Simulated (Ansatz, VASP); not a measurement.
Two plane-wave programs on TiC

```
CELL_PARAMETERS angstrom
1.53564 0.88660 4.97405
-1.53564 0.88660 4.97405
0.00000 -1.77321 4.97405
ATOMIC_POSITIONS crystal
Ti 0.25003 0.25003 0.25003
Ti 0.74997 0.74997 0.74997
C 0.50000 0.50000 0.50000
C 0.00000 0.00000 0.00000
```

Alike in both runs: functional PBE; k mesh 6 × 6 × 6; occupations gaussian, width 0.1 eV; no spin polarisation.

Ansatz relaxed the structure, and its values are those at the end. VASP's run is a single point on that final structure, the one shown.

|  | VASP | Ansatz |
| --- | --- | --- |
| version | VASP 6.6.1 | Ansatz 0.2.0 |
| potentials or method | VASP PAW PBE potentials, release 64 (Ti_sv, C), cutoff 520 eV | scalar-relativistic, plane waves, PAW |
| valence electrons in the cell | 32 | 32 |

|  | VASP | Ansatz | Ansatz less VASP |
| --- | --- | --- | --- |
| gap on the k mesh at the Fermi level (eV) | none | none | - |
| pressure (GPa) | 0.5 | 0.3 | -0.20 |
| rms of the force components (eV/Å) | 0.007 | 0.007 | 0.0000 |

A gap of «none» marks a metal or a gap that the smearing closes.

The k mesh is coarse, so the values compare programs but aren't converged.
